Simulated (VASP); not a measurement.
A run of VASP 6.6.1:

Contents of INCAR:

```
SYSTEM = Bi
ALGO = Normal ; EDIFF = 1E-6
ENCUT = 520 ; GGA = PS
ISIF = 2 ; ISMEAR = -1
LASPH = .TRUE. ; LCHARG = .FALSE.
LREAL = .FALSE. ; LWAVE = .FALSE.
NBANDS = 22 ; NELM = 60
PREC = Accurate ; SIGMA = 0.1
```

KPOINTS

```
k-points
0
G
  6 6 6
  0 0 0
```

File POSCAR:

```
Bi
1.0
    2.2596150022      1.3045894959      3.9243060582
   -2.2596150022      1.3045894959      3.9243060582
    0.0000000000     -2.6091784935      3.9243062239
Bi
2
Direct
    0.2348568847      0.2348568847      0.2348568847
    0.7651431153      0.7651431153      0.7651431153
```

Potentials or basis: VASP PAW PBE potentials, release 64 (Bi_d).

Launch:

```sh
$ cat potpaw_PBE.64/Bi_d/POTCAR > POTCAR
$ mpirun -np 1 vasp_std > vasp.out
```

Hardware: 1 thread of AMD EPYC 9R45 96-Core Processor (Zen 5), on a shared host.

Q: How long does it take, and how much memory?

A: It took 27 s on 1 thread of AMD EPYC 9R45 96-Core Processor (Zen 5), on a shared host, peak memory 0.18 GiB. Counts: scf iterations 11, k points 32.
